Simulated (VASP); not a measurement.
Set up this calculation in VASP 6.6.1, as the native input.

```
Task                   : single point
Functional             : PBEsol
Potentials or basis    : VASP PAW PBE potentials, release 64 (Fe, O)
Cutoff                 : 520 eV
k mesh                 : 11 × 11 × 11
Occupations            : fermi-dirac, width 0.05 eV
Spin                   : collinear spin, ferromagnetic start
Starting moments       : [3.0, 0.0] μB
Dipole correction      : no
Further INCAR settings : ALGO = Normal; EDIFF = 1e-06; NBANDS = 18
```

The structure of FeO (Wuestite) lies in POSCAR:

```
FeO
1.0
    0.0000000000      2.1696745882      2.1696745882
    2.1696745882      0.0000000000      2.1696745882
    2.1696745882      2.1696745882      0.0000000000
Fe O
1 1
Direct
    0.0000000000      0.0000000000      0.0000000000
    0.5000000000      0.5000000000      0.5000000000
```

This cell differs from its parent crystal: volume scaled by 1.02.

The input as run:

INCAR

```
PREC     = Accurate       # precision mode
ENCUT    = 520            # plane-wave cutoff, eV
EDIFF    = 1E-6           # SCF threshold, eV
ISMEAR   = -1             # smearing method
SIGMA    = 0.05           # smearing width, eV
LREAL    = False          # projectors in reciprocal space
LASPH    = True           # aspherical terms in the spheres
NELM     = 150            # most SCF steps
ALGO     = Normal         # electronic algorithm
ISIF     = 2              # what is computed and relaxed
LWAVE    = False          # write WAVECAR
LCHARG   = True           # write CHGCAR
ISPIN    = 2              # spin polarisation
MAGMOM   = 3 0            # initial moments
LORBIT   = 11             # projections on sites
LMAXMIX  = 4              # l up to which the mixer works
GGA      = PS             # functional
LELF     = True           # ELF
LVHAR    = True         
NBANDS   = 18             # bands
```

KPOINTS

```
regular mesh
0
Gamma
  11 11 11
```

Potentials or basis: VASP PAW PBE potentials, release 64 (Fe, O).

Command:

```bash
$ cat potpaw_PBE.64/Fe/POTCAR potpaw_PBE.64/O/POTCAR > POTCAR
$ mpirun -np 1 vasp_std > vasp.out
```

It gave:

```
Pressure                                              : -11.6 GPa
Band gap on the k mesh                                : zero (filled and empty bands overlap)
Net moment                                            : 4.00 μB per cell
Site moments                                          : Fe +3.61; O +0.30 μB
Valence electrons inside the program's atomic spheres : Fe 6.71; O 4.96
```

Caveat: the PAW data sets were made with another functional, which shifts forces and pressure a little; a cell with one magnetic atom can't hold antiferromagnetic order, which such compounds often take; semilocal functionals often make such compounds metallic where correlation or magnetic order opens a gap, which also shifts bond lengths.

Run time: 33 s on 1 thread of Intel(R) Xeon(R) Platinum 8488C (Sapphire Rapids), on a shared host, peak memory 0.16 GiB.
